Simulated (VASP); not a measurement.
# Ir (I4/mmm) in VASP: further runs, part 2 of 2

VASP 6.6.1.

### Step 4. Single point, PBEsol (strain +0.050 along x and y, +0.000 along z)

File INCAR:

```
ALGO = Fast
EDIFF = 1E-6
ENCUT = 520
GGA = PS
ISIF = 2
ISMEAR = 0
LASPH = True
LCHARG = False
LREAL = False
LWAVE = False
NBANDS = 10
NELM = 80
PREC = Accurate
SIGMA = 0.15
```

File KPOINTS:

```
k-points
0
Gamma
  22 22 22
```

File POSCAR:

```
Ir
1.0
    0.0000000000      2.0156850000      1.9197000000
    2.0156850000      0.0000000000      1.9197000000
    2.0156850000      2.0156850000      0.0000000000
Ir
1
Direct
    0.0000000000      0.0000000000      0.0000000000
```

Potentials or basis: VASP PAW PBE potentials, release 64 (Ir).

Run with:

```console
> cat potpaw_PBE.64/Ir/POTCAR > POTCAR
> mpirun -np 1 vasp_std > vasp.out
```

OUTCAR:

```text
EDIFF = 1E-6
   ENCUT = 520
   GGA = PS
   ISIF = 2
   ISMEAR = 0
   LASPH = True
   LREAL = False
   NELM = 80
   PREC = Accurate

 ion  position               nearest neighbor table
   1  0.000  0.000  0.000-

  LATTYP: Found a body centered tetragonal cell.
 ALAT       =     2.8506090645
 C/A-ratio  =     1.3468700594

  Lattice vectors:

 A1 = (   0.0000000000,  -2.0156850000,  -1.9197000000)
 A2 = (   0.0000000000,   2.0156850000,  -1.9197000000)
 A3 = (   2.0156850000,   0.0000000000,   1.9197000000)

Analysis of symmetry for initial positions (statically):
=====================================================================
 Subroutine PRICEL returns:
 Original cell was already a primitive cell.

 Routine SETGRP: Setting up the symmetry group for a
 body centered tetragonal supercell.

 Subroutine GETGRP returns: Found 16 space group operations
 (whereof 16 operations were pure point group operations)
 out of a pool of 16 trial point group operations.

The static configuration has the point symmetry D_4h.

Analysis of symmetry for dynamics (positions and initial velocities):
=====================================================================
 Subroutine PRICEL returns:
 Original cell was already a primitive cell.

 Routine SETGRP: Setting up the symmetry group for a
 body centered tetragonal supercell.

 Subroutine GETGRP returns: Found 16 space group operations
 (whereof 16 operations were pure point group operations)
 out of a pool of 16 trial point group operations.

The dynamic configuration has the point symmetry D_4h.

 Subroutine INISYM returns: Found 16 space group operations
 (whereof 16 operations are pure point group operations),
 and found     1 'primitive' translations

----------------------------------------------------------------------------------------

                                     Primitive cell

  volume of cell :      15.5994

  direct lattice vectors                    reciprocal lattice vectors
     0.000000000  2.015685000  1.919700000    -0.248054632  0.248054632  0.260457363
     2.015685000  0.000000000  1.919700000     0.248054632 -0.248054632  0.260457363
     2.015685000  2.015685000  0.000000000     0.248054632  0.248054632 -0.260457363

  length of vectors
     2.783565000  2.783565000  2.850609064     0.436921318  0.436921318  0.436921318

  position of ions in fractional coordinates (direct lattice)
     0.000000000  0.000000000  0.000000000

  ion indices of the primitive-cell ions
   primitive index   ion index
                 1           1

----------------------------------------------------------------------------------------

 KPOINTS: k-points

Automatic generation of k-mesh.
 Grid dimensions read from file:
 generate k-points for:   22   22   22

 Generating k-lattice:

  Cartesian coordinates                     Fractional coordinates (reciprocal lattice)
    -0.011275211  0.011275211  0.011838971     0.045454545  0.000000000  0.000000000
     0.011275211 -0.011275211  0.011838971     0.000000000  0.045454545  0.000000000
     0.011275211  0.011275211 -0.011838971    -0.000000000 -0.000000000  0.045454545

  Length of vectors
     0.019860060  0.019860060  0.019860060

  Shift w.r.t. Gamma in fractional coordinates (k-lattice)
     0.000000000  0.000000000  0.000000000

 Subroutine IBZKPT returns following result:
 ===========================================

 Found    834 irreducible k-points:

 Following reciprocal coordinates:
            Coordinates               Weight
  0.000000  0.000000  0.000000      1.000000
  0.045455 -0.000000  0.000000      8.000000
  0.090909 -0.000000  0.000000      8.000000
  0.136364  0.000000  0.000000      8.000000
  0.181818  0.000000  0.000000      8.000000
  0.227273  0.000000  0.000000      8.000000
[... 16 lines left out ...]
  0.500000  0.045455  0.000000      8.000000
 -0.454545  0.045455  0.000000      8.000000
 [... further k-points ...]
   k-points           NKPTS =    834   k-points in BZ     NKDIM =    834   number of bands    NBANDS=     10
   number of dos      NEDOS =    301   number of ions     NIONS =      1
   total plane-waves  NPLWV =  13824
   dimension x,y,z NGX =    24 NGY =   24 NGZ =   24
   dimension x,y,z NGXF=    48 NGYF=   48 NGZF=   48
   ions per type =               1
   NGX,Y,Z   is equivalent  to a cutoff of  14.33, 14.33, 14.00 a.u.
   NGXF,Y,Z  is equivalent  to a cutoff of  28.67, 28.67, 27.99 a.u.
 SYSTEM =  unknown system
   PREC   = accura    normal or accurate (medium, high low for compatibility)
   ISTART =      0    job   : 0-new  1-cont  2-samecut
   ICHARG =      2    charge: 1-file 2-atom 10-const
   ISPIN  =      1    spin polarized calculation?
   LNONCOLLINEAR =      F non collinear calculations
   LSORBIT =      F    spin-orbit coupling
   LASPH  =      T    aspherical Exc in radial PAW
   ENCUT  =  520.0 eV  38.22 Ry    6.18 a.u.   5.18  5.18  5.30*2*pi/ulx,y,z
   NELM   =     80;   NELMIN=  2; NELMDL= -5     # of ELM steps
   EDIFF  = 0.1E-05   stopping-criterion for ELM
   LREAL  =      F    real-space projection
   EDIFFG = 0.1E-04   stopping-criterion for IOM
   NSW    =      0    number of steps for IOM
   IBRION =     -1    ionic relax: 0-MD 1-quasi-New 2-CG
   NFREE  =      0    steps in history (QN), initial steepest desc. (CG)
   ISIF   =      2    stress and relaxation
   ISYM   =      2    0-nonsym 1-usesym 2-fastsym
   POTIM  = 0.5000    time-step for ionic-motion
   TEBEG  =    0.0;   TEEND  =   0.0 temperature during run
   PSTRESS=    0.0 pullay stress
   NELECT =       9.0000    total number of electrons
   NUPDOWN=      -1.0000    fix difference up-down
   EMIN   =  10.00;   EMAX   =-10.00  energy-range for DOS
   EFERMI =   0.00;   METHOD = LEGACY
   ISMEAR =     0;   SIGMA  =   0.15  broadening in eV -4-tet -1-fermi 0-gaus
   EFERMI_NEDOS =   21; number of points for ismear=-14 and -15
   IALGO  =     68    algorithm
   IMIX   =      4    mixing-type and parameters
     AMIX     =   0.40;   BMIX     =  1.00
     AMIX_MAG =   1.60;   BMIX_MAG =  1.00
  volume/ion in A,a.u.               =      15.60       105.27
  Fermi-wavevector in a.u.,A,eV,Ry     =   1.362865  2.575441 25.271467  1.857400
  Thomas-Fermi vector in A             =   2.489317
   LORBIT       =      0    0 simple, 1 ext, 2 COOP (PROOUT), +10 PAW based schemes
   GGA     = PS    functional components
   LHFCALC =     F    Hartree Fock is set to
   AEXX    =    0.0000 exact exchange contribution
   IVDW    =     0    specifies the selected vdW correction
   LEPSILON=     F    determine dielectric tensor
   LRPA    =     F    only Hartree local field effects (RPA)
 non-spin polarized calculation
 RMM-DIIS sequential band-by-band and
 Gauss-broadening in eV      SIGMA  =   0.15
  energy-cutoff  :      520.00
  volume of cell :       15.60
 maximum number of plane-waves:       439
 NGX is ok and might be reduce to    24
   NGX = 11   NGY = 11   NGZ = 11

 number of electron       9.0000000 magnetization

 Free energy of the ion-electron system (eV)
  ---------------------------------------------------
  ext. energy  EPLUGINS =         0.00000000
  ---------------------------------------------------
  free energy    TOTEN  =        -9.64162894 eV

  energy without entropy =       -9.62764526  energy(sigma->0) =       -9.63463710

 E-fermi :   8.5925     XC(G=0): -13.5330

 val. band max:        8.5921107690   @ k =   0.3182   0.2273   0.0000
 cond. band min:       8.5925507535   @ k =   0.3636   0.2727   0.0000
 fundamental gap:      0.0004399846
 Fermi energy:         8.5924697717

 k-point     1 :       0.0000    0.0000    0.0000
  band No.  band energies     occupation
      1      -1.5362      2.00000
      2       5.1034      2.00000
      3       5.1034      2.00000
      4       5.6418      2.00000
      5       7.2235      2.00000
      6       7.9249      2.00000
      7      23.1338      0.00000
      8      27.6567      0.00000
      9      27.6567      0.00000
     10      29.0155      0.00000
[... 287 lines left out ...]
 k-point    24 :      -0.4545    0.0455    0.0000
  band No.  band energies     occupation
      1       1.5430      2.00000
      2       4.9724      2.00000
      3       5.4394      2.00000
      4       7.5620      2.00000
      5       9.4032      0.00000
      6       9.6282      0.00000
      7      15.1537      0.00000
      8      22.7439      0.00000
      9      27.2389      0.00000
     10      27.7701      0.00000

 [... further k-points ...]

------------------------ aborting loop because EDIFF is reached ----------------------------------------

  FORCE on cell =-STRESS in cart. coord.  units (eV):
  Direction    XX          YY          ZZ          XY          YZ          ZX
  --------------------------------------------------------------------------------------
  -------------------------------------------------------------------------------------
  Total       -3.3728736     -3.3728736     -2.0710073      0.0000000      0.0000000      0.0000000
  in kB     -346.4192054   -346.4192054   -212.7078557      0.0000000      0.0000000      0.0000000
  external PRESSURE =    -301.8487555 kB  Pullay stress =       0.0000000 kB

 VOLUME and BASIS-vectors are now :
 -----------------------------------------------------------------------------
  energy-cutoff  :      520.00
  volume of cell :       15.60
      direct lattice vectors                 reciprocal lattice vectors
     0.000000000  2.015685000  1.919700000    -0.248054632  0.248054632  0.260457363
     2.015685000  0.000000000  1.919700000     0.248054632 -0.248054632  0.260457363
     2.015685000  2.015685000  0.000000000     0.248054632  0.248054632 -0.260457363

 POSITION                                       TOTAL-FORCE (eV/Angst)
 -----------------------------------------------------------------------------------
      0.00000      0.00000      0.00000         0.000000     -0.000000      0.000000
 -----------------------------------------------------------------------------------
    total drift:                                0.000000      0.000000      0.000000

  FREE ENERGIE OF THE ION-ELECTRON SYSTEM (eV)
  ---------------------------------------------------
  free  energy   TOTEN  =        -9.6416289445 eV

  energy  without entropy=       -9.6276452638  energy(sigma->0) =       -9.63463710
```

stdout:

```text
POSCAR found type information on POSCAR Ir
 POSCAR found :  1 types and       1 ions
 scaLAPACK will be used
 -----------------------------------------------------------------------------
|                                                                             |
|                                                                             |
|     You enforced a specific xc type in the INCAR file but a different       |
|     I HOPE YOU KNOW WHAT YOU ARE DOING!                                     |
|                                                                             |
 -----------------------------------------------------------------------------

 LDA part: xc-table for (Slater+PW92), standard interpolation
 POSCAR, INCAR and KPOINTS ok, starting setup
 FFT: planning ... GRIDC
 FFT: planning ... GRID_SOFT
 FFT: planning ... GRID
 WAVECAR not read
 entering main loop
```

Run time: 1.9 min. Hardware: 1 thread of AMD EPYC 9R45 (Zen 5), shared host; peak memory 0.23 GiB.

What came out:

* Free energy: -9.6416 eV
* Pressure: -30.2 GPa
* Band gap on the k mesh: zero (an odd number of electrons rules out a gap without spin polarisation)

Stress tensor (GPa, compression positive):
```
-34.64   0.00   0.00
  0.00 -34.64   0.00
  0.00   0.00 -21.27
```

Levels at points of the mesh, in eV from the Fermi level:
```
           k point  band 1  band 2  band 3  band 4  band 5  band 6  band 7  band 8
(0.00, 0.00, 0.00)  -10.13   -3.49   -3.49   -2.95   -1.37   -0.67   14.54   19.06
(0.50, 0.00, 0.00)   -7.12   -3.69   -3.09   -0.51    0.61    0.94    6.34   13.95
(0.50, 0.50, 0.00)   -6.78   -6.35    0.73    1.29    1.29    2.38   10.04   10.67
(0.50, 0.00, 0.50)   -6.87   -6.29    0.74    0.98    1.41    1.48    8.84   11.35
```

Caveat: the cell differs from its parent crystal (strain +0.050 along x and y, +0.000 along z); the cell stands under tension; the PAW data sets were made with another functional, which shifts forces and pressure a little; spin-orbit coupling is left out, which moves the levels of the heavy elements.

### Step 5. Overview

| cell | gap on the mesh (eV) | pressure (GPa) |
| --- | --- | --- |
| a = 2.716, b = 2.716, c = 2.783 Å, angles 59.2, 59.2, 61.6°, 1 atom | none | -9.7 |
| a = 2.718, b = 2.718, c = 2.851 Å, angles 58.4, 58.4, 63.2°, 1 atom | none | -15.3 |
| a = 2.784, b = 2.784, c = 2.851 Å, angles 59.2, 59.2, 61.6°, 1 atom | none | -30.2 |

Alike in all rows: task single point; level PBEsol; potentials or basis VASP PAW PBE potentials, release 64 (Ir); no spin polarisation; k mesh 22 × 22 × 22; cutoff (eV) 520; smearing gaussian 0.15 eV.

Caveats: the cell stands under tension; the PAW data sets were made with another functional, which shifts forces and pressure a little; spin-orbit coupling is left out, which moves the levels of the heavy elements.

Absolute energies hang on the potentials; compare differences alone.
